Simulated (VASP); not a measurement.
# Hf2O (P-31m) in VASP: settings compared

Aim: see how the results for Hf2O move with the level of theory and the settings. Levels: r2SCAN, PBE. Tasks: single point, relaxation of cell and atoms.

All numbers are computed with VASP 6.6.1; they aren't measurements. Logs are shortened: lines on timing, memory, paths and dates and some standing lists are left out, and cuts for length are marked.

### Step 1. The cell of the first run

It takes space group P-31m (No. 162, trigonal). Conventional cell: a = 5.599 Å, b = 5.599 Å, c = 5.156 Å, α = 90.00°, β = 90.00°, γ = 120.00°. Within 3.0 Å of Hf (site symmetry m) lie 3 O at 2.25 to 2.29 Å. Within 3.0 Å of O (site symmetry -3m) lie 6 Hf at 2.25 Å. O (site symmetry 32) has 6 Hf at 2.29 Å within 3.0 Å.

### Step 2. Single point, r2SCAN

Input file POSCAR:

```
Hf2O
1.0
    5.5992549822      0.0000000000      0.0000000000
   -2.7996274911      4.8490970569      0.0000000000
    0.0000000000      0.0000000000      5.1556135855
Hf O
6 3
Direct
    0.6662341818      0.0000000000      0.7563107498
    0.6662341818      0.6662341818      0.2436892502
    0.0000000000      0.6662341818      0.7563107498
    0.3337658182      0.0000000000      0.2436892502
    0.3337658182      0.3337658182      0.7563107498
    0.0000000000      0.3337658182      0.2436892502
    0.0000000000      0.0000000000      0.0000000000
    0.3333333333      0.6666666667      0.5000000000
    0.6666666667      0.3333333333      0.5000000000
```

Input file INCAR.step1:

```
ALGO = Normal
EDIFF = 1E-4
ENCUT = 520
GGA = PE
ISMEAR = 0
LASPH = True
LCHARG = False
LREAL = False
LWAVE = True
NBANDS = 49
NELM = 100
PREC = Accurate
SIGMA = 0.1
```

Input file INCAR.step2:

```
ALGO = Normal
EDIFF = 1E-7
ENCUT = 520
ISIF = 2
ISMEAR = 0
ISTART = 1
LASPH = True
LCHARG = False
LMIXTAU = True
LREAL = False
LWAVE = False
METAGGA = R2SCAN
NBANDS = 49
NELM = 100
PREC = Accurate
SIGMA = 0.1
```

Input file KPOINTS:

```
k-points
0
Gamma
  6 6 6
```

Potentials or basis: VASP PAW PBE potentials, release 64 (Hf_pv, O).

The run is started by

```console
$ cat potpaw_PBE.64/Hf_pv/POTCAR potpaw_PBE.64/O/POTCAR > POTCAR
$ cp INCAR.step1 INCAR
$ mpirun -np 1 vasp_std > vasp.out
$ cp INCAR.step2 INCAR
$ mpirun -np 1 vasp_std > vasp.out
```

OUTCAR:

```text
EDIFF = 1E-7
   ENCUT = 520
   ISIF = 2
   ISMEAR = 0
   ISTART = 1
   LASPH = True
   LREAL = False
   METAGGA = R2SCAN
   NELM = 100
   PREC = Accurate

 ion  position               nearest neighbor table
   1  0.666  0.000  0.756-   7 2.25   9 2.29   8 2.29   4 3.13   6 3.13   2 3.13   5 3.23   3 3.23
                             5 3.23   3 3.23   4 3.23   2 3.24   6 3.24   3 3.24   5 3.24
   2  0.666  0.666  0.244-   7 2.25   8 2.29   9 2.29   5 3.13   3 3.13   1 3.13   6 3.23   6 3.23
                             4 3.23   4 3.23   5 3.23   3 3.24   1 3.24   4 3.24   6 3.24
   3  0.000  0.666  0.756-   7 2.25   8 2.29   9 2.29   6 3.13   2 3.13   4 3.13   5 3.23   5 3.23
                             1 3.23   1 3.23   6 3.23   2 3.24   4 3.24   1 3.24   5 3.24
   4  0.334  0.000  0.244-   7 2.25   8 2.29   9 2.29   1 3.13   5 3.13   3 3.13   2 3.23   6 3.23
                             2 3.23   6 3.23   1 3.23   3 3.24   5 3.24   6 3.24   2 3.24
   5  0.334  0.334  0.756-   7 2.25   9 2.29   8 2.29   2 3.13   6 3.13   4 3.13   3 3.23   3 3.23
                             1 3.23   1 3.23   2 3.23   6 3.24   4 3.24   1 3.24   3 3.24
   6  0.000  0.334  0.244-   7 2.25   9 2.29   8 2.29   3 3.13   5 3.13   1 3.13   2 3.23   2 3.23
                             4 3.23   4 3.23   3 3.23   5 3.24   1 3.24   4 3.24   2 3.24
   7  0.000  0.000  0.000-   1 2.25   4 2.25   3 2.25   2 2.25   5 2.25   6 2.25
   8  0.333  0.667  0.500-   3 2.29   4 2.29   6 2.29   1 2.29   2 2.29   5 2.29
   9  0.667  0.333  0.500-   6 2.29   1 2.29   3 2.29   4 2.29   5 2.29   2 2.29

  LATTYP: Found a hexagonal cell.
 ALAT       =     5.5992549822
 C/A-ratio  =     0.9207677811

  Lattice vectors:

 A1 = (   5.5992549822,   0.0000000000,   0.0000000000)
 A2 = (  -2.7996274911,   4.8490970569,   0.0000000000)
 A3 = (   0.0000000000,   0.0000000000,   5.1556135855)

Analysis of symmetry for initial positions (statically):
=====================================================================
 Subroutine PRICEL returns:
 Original cell was already a primitive cell.

 Routine SETGRP: Setting up the symmetry group for a
 hexagonal supercell.

 Subroutine GETGRP returns: Found 12 space group operations
 (whereof 12 operations were pure point group operations)
 out of a pool of 24 trial point group operations.

The static configuration has the point symmetry D_3d.

Analysis of symmetry for dynamics (positions and initial velocities):
=====================================================================
 Subroutine PRICEL returns:
 Original cell was already a primitive cell.

 Routine SETGRP: Setting up the symmetry group for a
 hexagonal supercell.

 Subroutine GETGRP returns: Found 12 space group operations
 (whereof 12 operations were pure point group operations)
 out of a pool of 24 trial point group operations.

The dynamic configuration has the point symmetry D_3d.

 Subroutine INISYM returns: Found 12 space group operations
 (whereof 12 operations are pure point group operations),
 and found     1 'primitive' translations

----------------------------------------------------------------------------------------

                                     Primitive cell

  volume of cell :     139.9818

  direct lattice vectors                    reciprocal lattice vectors
     5.599254982  0.000000000  0.000000000     0.178595189  0.103111980  0.000000000
    -2.799627491  4.849097057  0.000000000     0.000000000  0.206223961  0.000000000
     0.000000000  0.000000000  5.155613586     0.000000000  0.000000000  0.193963334

  length of vectors
     5.599254982  5.599254982  5.155613586     0.206223961  0.206223961  0.193963334

  position of ions in fractional coordinates (direct lattice)
     0.666234182  0.000000000  0.756310750
     0.666234182  0.666234182  0.243689250
     0.000000000  0.666234182  0.756310750
     0.333765818  0.000000000  0.243689250
     0.333765818  0.333765818  0.756310750
     0.000000000  0.333765818  0.243689250
     0.000000000  0.000000000  0.000000000
     0.333333333  0.666666667  0.500000000
     0.666666667  0.333333333  0.500000000

  ion indices of the primitive-cell ions
   primitive index   ion index
                 1           1
                 2           2
                 3           3
                 4           4
                 5           5
                 6           6
                 7           7
                 8           8
                 9           9

----------------------------------------------------------------------------------------

 KPOINTS: k-points

Automatic generation of k-mesh.
 Grid dimensions read from file:
 generate k-points for:    6    6    6

 Generating k-lattice:

  Cartesian coordinates                     Fractional coordinates (reciprocal lattice)
     0.029765865  0.017185330  0.000000000     0.166666667  0.000000000  0.000000000
     0.000000000  0.034370660  0.000000000     0.000000000  0.166666667  0.000000000
     0.000000000  0.000000000  0.032327222     0.000000000  0.000000000  0.166666667

  Length of vectors
     0.034370660  0.034370660  0.032327222

  Shift w.r.t. Gamma in fractional coordinates (k-lattice)
     0.000000000  0.000000000  0.000000000

 Subroutine IBZKPT returns following result:
 ===========================================

 Found     34 irreducible k-points:

 Following reciprocal coordinates:
            Coordinates               Weight
  0.000000  0.000000  0.000000      1.000000
  0.166667  0.000000  0.000000      6.000000
  0.333333  0.000000  0.000000      6.000000
  0.500000 -0.000000  0.000000      3.000000
  0.166667  0.166667  0.000000      6.000000
  0.333333  0.166667  0.000000     12.000000
[... 16 lines left out ...]
 -0.166667  0.333333  0.333333      6.000000
  0.333333  0.166667  0.333333     12.000000
 [... further k-points ...]
   k-points           NKPTS =     34   k-points in BZ     NKDIM =     34   number of bands    NBANDS=     49
   number of dos      NEDOS =    301   number of ions     NIONS =      9
   total plane-waves  NPLWV =  70560
   dimension x,y,z NGX =    42 NGY =   42 NGZ =   40
   dimension x,y,z NGXF=    84 NGYF=   84 NGZF=   80
   ions per type =               6   3
   NGX,Y,Z   is equivalent  to a cutoff of  12.47, 12.47, 12.90 a.u.
   NGXF,Y,Z  is equivalent  to a cutoff of  24.94, 24.94, 25.80 a.u.
 SYSTEM =  unknown system
   PREC   = accura    normal or accurate (medium, high low for compatibility)
   ISTART =      1    job   : 0-new  1-cont  2-samecut
   ICHARG =      0    charge: 1-file 2-atom 10-const
   ISPIN  =      1    spin polarized calculation?
   LNONCOLLINEAR =      F non collinear calculations
   LSORBIT =      F    spin-orbit coupling
   LASPH  =      T    aspherical Exc in radial PAW
   ENCUT  =  520.0 eV  38.22 Ry    6.18 a.u.  10.41 10.41  9.59*2*pi/ulx,y,z
   NELM   =    100;   NELMIN=  2; NELMDL=  0     # of ELM steps
   EDIFF  = 0.1E-06   stopping-criterion for ELM
   LREAL  =      F    real-space projection
   EDIFFG = 0.1E-05   stopping-criterion for IOM
   NSW    =      0    number of steps for IOM
   IBRION =     -1    ionic relax: 0-MD 1-quasi-New 2-CG
   NFREE  =      0    steps in history (QN), initial steepest desc. (CG)
   ISIF   =      2    stress and relaxation
   ISYM   =      2    0-nonsym 1-usesym 2-fastsym
   POTIM  = 0.5000    time-step for ionic-motion
   TEBEG  =    0.0;   TEEND  =   0.0 temperature during run
   PSTRESS=    0.0 pullay stress
   NELECT =      78.0000    total number of electrons
   NUPDOWN=      -1.0000    fix difference up-down
   EMIN   =  10.00;   EMAX   =-10.00  energy-range for DOS
   EFERMI =   0.00;   METHOD = LEGACY
   ISMEAR =     0;   SIGMA  =   0.10  broadening in eV -4-tet -1-fermi 0-gaus
   EFERMI_NEDOS =   21; number of points for ismear=-14 and -15
   IALGO  =     38    algorithm
   IMIX   =      4    mixing-type and parameters
     AMIX     =   0.40;   BMIX     =  1.00
     AMIX_MAG =   1.60;   BMIX_MAG =  1.00
  volume/ion in A,a.u.               =      15.55       104.96
  Fermi-wavevector in a.u.,A,eV,Ry     =   1.347150  2.545744 24.692022  1.814812
  Thomas-Fermi vector in A             =   2.474924
   LORBIT       =      0    0 simple, 1 ext, 2 COOP (PROOUT), +10 PAW based schemes
   METAGGA = R2SCAN    functional components
   LHFCALC =     F    Hartree Fock is set to
   AEXX    =    0.0000 exact exchange contribution
   IVDW    =     0    specifies the selected vdW correction
   LEPSILON=     F    determine dielectric tensor
   LRPA    =     F    only Hartree local field effects (RPA)
 non-spin polarized calculation
 Gauss-broadening in eV      SIGMA  =   0.10
  energy-cutoff  :      520.00
  volume of cell :      139.98
 maximum number of plane-waves:      3812
 NGX is ok and might be reduce to    42
   NGX = 21   NGY = 21   NGZ = 19

 number of electron      78.0000003 magnetization

 Free energy of the ion-electron system (eV)
  ---------------------------------------------------
  ext. energy  EPLUGINS =         0.00000000
  ---------------------------------------------------
  free energy    TOTEN  =      -306.37354293 eV

  energy without entropy =     -306.36389381  energy(sigma->0) =     -306.36871837

 E-fermi :   5.9576     XC(G=0): -12.7150

 val. band max:        5.9369618096   @ k =   0.3333   0.1667   0.5000
 cond. band min:       5.9590812973   @ k =   0.5000  -0.0000   0.5000
 fundamental gap:      0.0221194877
 Fermi energy:         5.9575822020

 k-point     1 :       0.0000    0.0000    0.0000
  band No.  band energies     occupation
      1     -26.8265      2.00000
      2     -26.3632      2.00000
      3     -26.2419      2.00000
      4     -26.2419      2.00000
      5     -26.1809      2.00000
      6     -26.1809      2.00000
[... 41 lines left out ...]
     48       8.4338      0.00000
     49       9.8619      0.00000

 k-point     2 :       0.1667    0.0000    0.0000
  band No.  band energies     occupation
      1     -26.7983      2.00000
      2     -26.3867      2.00000
      3     -26.2834      2.00000
      4     -26.2774      2.00000
      5     -26.1976      2.00000
      6     -26.1581      2.00000
[... 1136 lines left out ...]
 k-point    24 :       0.3333    0.1667    0.3333
  band No.  band energies     occupation
      1     -26.6230      2.00000
      2     -26.5445      2.00000
      3     -26.4873      2.00000
      4     -26.2274      2.00000
      5     -26.1736      2.00000
      6     -26.1571      2.00000
[... 41 lines left out ...]
     48       9.4290      0.00000
     49       9.5107      0.00000

 [... further k-points ...]
[... 5 lines left out ...]
  --------------------------------------------------------------------------------------
  -------------------------------------------------------------------------------------
  Total       -4.4412962     -4.4412962     -4.7335753      0.0000000      0.0000000      0.0000000
  in kB      -50.8333629    -50.8333629    -54.1786769      0.0000000      0.0000000      0.0000000
  external PRESSURE =     -51.9484675 kB  Pullay stress =       0.0000000 kB

 VOLUME and BASIS-vectors are now :
 -----------------------------------------------------------------------------
  energy-cutoff  :      520.00
  volume of cell :      139.98
      direct lattice vectors                 reciprocal lattice vectors
     5.599254982  0.000000000  0.000000000     0.178595189  0.103111980  0.000000000
    -2.799627491  4.849097057  0.000000000     0.000000000  0.206223961  0.000000000
     0.000000000  0.000000000  5.155613586     0.000000000  0.000000000  0.193963334

 POSITION                                       TOTAL-FORCE (eV/Angst)
 -----------------------------------------------------------------------------------
      3.73042      0.00000      3.89925         0.004680      0.000000      0.000280
      1.86521      3.23063      1.25637         0.002340      0.004053     -0.000280
     -1.86521      3.23063      3.89925        -0.002340      0.004053      0.000280
      1.86884      0.00000      1.25637        -0.004680     -0.000000     -0.000280
      0.93442      1.61846      3.89925        -0.002340     -0.004053      0.000280
     -0.93442      1.61846      1.25637         0.002340     -0.004053     -0.000280
      0.00000      0.00000      0.00000         0.000000      0.000000      0.000000
     -0.00000      3.23273      2.57781         0.000000      0.000000      0.000000
      2.79963      1.61637      2.57781         0.000000     -0.000000      0.000000
 -----------------------------------------------------------------------------------
    total drift:                               -0.000000      0.000000      0.000000

  FREE ENERGIE OF THE ION-ELECTRON SYSTEM (eV)
  ---------------------------------------------------
  free  energy   TOTEN  =      -306.3735429283 eV

  energy  without entropy=     -306.3638938122  energy(sigma->0) =     -306.36871837
```

Wall time 16 min (1 thread of Intel Xeon 6975P-C, shared host); peak memory 0.39 GiB.

Results:

| Quantity | Value |
| --- | --- |
| Free energy | -306.3735 eV |
| Pressure | -5.2 GPa |
| Largest force | 0.005 eV/Å |
| Band gap on the k mesh | zero (band 39 reaches 6.83 eV, above the bottom of band 40 at 5.76 eV) |

Forces in eV/Å, atoms in the order of the input:
```
Hf   0.005  0.000  0.000
Hf   0.002  0.004  0.000
Hf  -0.002  0.004  0.000
Hf  -0.005  0.000  0.000
Hf  -0.002 -0.004  0.000
Hf   0.002 -0.004  0.000
O    0.000  0.000  0.000
O    0.000  0.000  0.000
O    0.000  0.000  0.000
```

Caveat: the PAW data sets were made with another functional, which shifts forces and pressure a little; spin-orbit coupling is left out, which moves the levels of the heavy elements.

### Step 3. Relaxation of cell and atoms, PBE

Input file INCAR:

```
SYSTEM = Hf2O
  PREC = Accurate
  ENCUT = 600
  EDIFF = 1E-7
  ISMEAR = 0
  SIGMA = 0.1
  LREAL = .False.
  LASPH = .True.
  NELM = 60
  ALGO = Normal
  ISIF = 3
  LWAVE = .False.
  LCHARG = .False.
  GGA = PE
  IBRION = 2
  NSW = 100
  EDIFFG = -0.01
```

Input file KPOINTS:

```
regular mesh
0
Gamma
  6 6 6
  0 0 0
```

Input file POSCAR:

```
Hf2O
1.0
    5.5995952741      0.0000000000      0.0000000000
   -2.7997976370      4.8493917583      0.0000000000
    0.0000000000      0.0000000000      5.1554207728
Hf O
6 3
Direct
    0.6658607321      0.0000000000      0.7564492482
    0.6658607321      0.6658607321      0.2435507518
    0.0000000000      0.6658607321      0.7564492482
    0.3341392679      0.0000000000      0.2435507518
    0.3341392679      0.3341392679      0.7564492482
    0.0000000000      0.3341392679      0.2435507518
    0.0000000000      0.0000000000      0.0000000000
    0.3333333333      0.6666666667      0.5000000000
    0.6666666667      0.3333333333      0.5000000000
```

Potentials or basis: VASP PAW PBE potentials, release 64 (Hf_pv, O).

The run is started by

```console
$ cat potpaw_PBE.64/Hf_pv/POTCAR potpaw_PBE.64/O/POTCAR > POTCAR
$ mpirun -np 1 vasp_std > vasp.out
```

It took 19 min on 1 thread of Intel Xeon 6975P-C, shared host; peak memory 0.45 GiB.

The run converged. Its results:

```
Free energy                            : -90.4278 eV
Relaxed volume                         : 15.40 Å³/atom
Relaxed cell                           : a = 5.580 Å, b = 5.580 Å, c = 5.141 Å, α = 90.00°, β = 90.00°, γ = 120.00°
Space group after relaxing (to 0.05 Å) : P-31m (No. 162)
Energy gained by relaxing              : 0.9 meV/atom
Ionic steps                            : 6
Pressure after relaxing                : 0.0 GPa
Largest force after relaxing           : 0.009 eV/Å
Band gap on the k mesh                 : zero (band 39 reaches 6.82 eV, above the bottom of band 40 at 5.92 eV)
```

Forces in eV/Å, atoms in the order of the input:
```
Hf  -0.004  0.000 -0.008
Hf  -0.002 -0.004  0.008
Hf   0.002 -0.004 -0.008
Hf   0.004  0.000  0.008
Hf   0.002  0.004 -0.008
Hf  -0.002  0.004  0.008
O    0.000  0.000  0.000
O    0.000  0.000  0.000
O    0.000  0.000  0.000
```

Step by step:
```csv
step,energy change (eV),largest force (eV/Å),pressure (GPa),volume (Å³)
1,0.0000,0.0587,-1.69,139.99
2,0.0068,0.0296,2.50,136.70
3,-0.0077,0.0405,0.05,138.59
4,-0.0077,0.0409,-0.01,138.62
5,-0.0080,0.0162,-0.03,138.63
6,-0.0080,0.0088,-0.04,138.64
```

Final structure:
```cif
data_structure
_symmetry_space_group_name_H-M 'P 1'
_symmetry_Int_Tables_number 1
_cell_length_a 5.5802
_cell_length_b 5.5802
_cell_length_c 5.1412
_cell_angle_alpha 90.000
_cell_angle_beta 90.000
_cell_angle_gamma 120.000
_cell_volume 138.64
loop_
_atom_site_label
_atom_site_type_symbol
_atom_site_fract_x
_atom_site_fract_y
_atom_site_fract_z
_atom_site_occupancy
Hf1 Hf 0.66641 0.00000 0.75602 1
Hf2 Hf 0.66641 0.66641 0.24398 1
Hf3 Hf 0.00000 0.66641 0.75602 1
Hf4 Hf 0.33359 0.00000 0.24398 1
Hf5 Hf 0.33359 0.33359 0.75602 1
Hf6 Hf 0.00000 0.33359 0.24398 1
O1 O 0.00000 0.00000 0.00000 1
O2 O 0.33333 0.66667 0.50000 1
O3 O 0.66667 0.33333 0.50000 1
```

Levels at points of the mesh, in eV from the Fermi level:
| k point | band 36 | band 37 | band 38 | band 39 | band 40 | band 41 | band 42 | band 43 |
| --- | --- | --- | --- | --- | --- | --- | --- | --- |
| (0.00, 0.00, 0.00) | -1.09 | -0.64 | -0.54 | 0.75 | 0.85 | 0.85 | 1.48 | 1.48 |
| (0.50, 0.00, 0.00) | -1.20 | -1.17 | -0.72 | -0.51 | 1.49 | 1.70 | 2.26 | 2.38 |
| (0.00, 0.00, 0.50) | -0.47 | -0.43 | -0.43 | -0.10 | -0.10 | 0.43 | 1.36 | 1.36 |
| (0.50, 0.00, 0.50) | -1.11 | -0.80 | -0.18 | -0.12 | 0.07 | 0.55 | 0.82 | 1.25 |

Caveat: spin-orbit coupling is left out, which moves the levels of the heavy elements.
